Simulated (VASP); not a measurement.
Set up this calculation in VASP 6.6.1, as the native input.

```
Task                   : relaxation of cell and atoms
Functional             : r2SCAN
Potentials or basis    : VASP PAW PBE potentials, release 64 (S)
Cutoff                 : 600 eV
k mesh                 : 6 × 6 × 4
Occupations            : gaussian, width 0.1 eV
Spin                   : no spin polarisation
Dipole correction      : no
Further INCAR settings : ALGO = Normal; EDIFF = 1e-06; IBRION = 2; EDIFFG = -0.04; NSW = 90; ISIF = 3
```

S:

```
S
1.0
     4.02136    0.00000    0.00000
    -2.01068    3.48260    0.00000
     0.00000    0.00000    6.43212
S
4
Direct
  0.00000 0.00000 0.25000
  0.00000 0.00000 0.75000
  0.33333 0.66667 0.75000
  0.66667 0.33333 0.25000
```

The input as run:

POSCAR

```
S
1.0
    4.0213571313      0.0000000000      0.0000000000
   -2.0106785657      3.4825974334      0.0000000000
    0.0000000000      0.0000000000      6.4321159115
S
4
Direct
    0.0000000000      0.0000000000      0.2500000000
    0.0000000000      0.0000000000      0.7500000000
    0.3333333333      0.6666666667      0.7500000000
    0.6666666667      0.3333333333      0.2500000000
```

INCAR.step1

```
PREC = Accurate
ENCUT = 600
ISMEAR = 0
SIGMA = 0.1
LREAL = F
LASPH = T
NELM = 100
GGA = PE
ALGO = Normal
EDIFF = 1E-4
LWAVE = T
LCHARG = F
```

INCAR.step2

```
PREC = Accurate
ENCUT = 600
EDIFF = 1E-6
ISMEAR = 0
SIGMA = 0.1
LREAL = F
LASPH = T
NELM = 100
ALGO = Normal
ISIF = 3
LWAVE = F
LCHARG = F
METAGGA = R2SCAN
LMIXTAU = T
IBRION = 2
NSW = 90
EDIFFG = -0.04
ISTART = 1
```

KPOINTS

```
regular mesh
0
Gamma
  6 6 4
```

Potentials or basis: VASP PAW PBE potentials, release 64 (S).

Run with:

```console
$ cat potpaw_PBE.64/S/POTCAR > POTCAR
$ cp INCAR.step1 INCAR
$ mpirun -np 1 vasp_std > vasp.out
$ cp INCAR.step2 INCAR
$ mpirun -np 1 vasp_std > vasp.out
```

Results of the run:

* Relaxed volume: 23.37 Å³/atom
* Relaxed cell: a = 4.012 Å, b = 4.012 Å, c = 6.706 Å, α = 90.00°, β = 90.00°, γ = 120.00°
* Space group after relaxing (to 0.05 Å): P6_3/mmc (No. 194)
* Energy gained by relaxing: 4.3 meV/atom
* Ionic steps: 5
* Pressure after relaxing: -0.1 GPa
* Band gap on the k mesh: zero (band 12 reaches 3.50 eV, above the bottom of band 13 at 3.11 eV)

Caveat: the PAW data sets were made with another functional, which shifts forces and pressure a little.

Wall time 5.7 min on 1 thread of Intel(R) Xeon(R) Platinum 8375C CPU @ 2.90GHz (Ice Lake), with other jobs on the host, peak memory 0.24 GiB.
